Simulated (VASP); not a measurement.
Input of a VASP 6.6.1 run:

Contents of INCAR:

```
PREC = Accurate
ENCUT = 520
EDIFF = 1E-8
ISMEAR = -1
SIGMA = 0.03
LREAL = False
LASPH = True
NELM = 60
ALGO = Normal
ISIF = 2
LWAVE = False
LCHARG = False
GGA = PE
LEFG = True
NBANDS = 16
```

File KPOINTS:

```
Automatic mesh
0
Gamma
  6 6 5
```

File POSCAR:

```
Se
1.0
    4.3661999489     -0.0654929992     -0.0654929992
   -2.2398185756      3.8139865734     -0.0239721015
   -0.0743040000     -0.0743040000      4.9536000000
Se
3
Direct
    0.2254000000      0.0000000000      0.3333333333
    0.0000000000      0.2254000000      0.6666666667
    0.7746000000      0.7746000000      0.0000000000
```

Potentials or basis: VASP PAW PBE potentials, release 64 (Se).

Command:

```console
$ cat potpaw_PBE.64/Se/POTCAR > POTCAR
$ mpirun -np 1 vasp_std > vasp.out
```

**Question.** What does it give for the largest force?

**Answer.** 0.917 eV/Å.

**Question.** What does it give for the band gap on the k mesh?

**Answer.** 1.09 eV, indirect (least direct gap 1.43 eV).

**Question.** What does it give for the pressure?

**Answer.** 3.2 GPa.

Forces on the atoms (eV/Å):
```
Se   0.625  0.271  0.562
Se  -0.080  0.136  0.052
Se  -0.545 -0.407 -0.614
```

Caveat: the cell differs from its parent crystal (equal xy, yz and zx shear strains of -3 %); without QUAD_EFG the Cq values of the log hold for a quadrupole moment of 1 mb, not for the nuclei. A k mesh can miss the band edges.
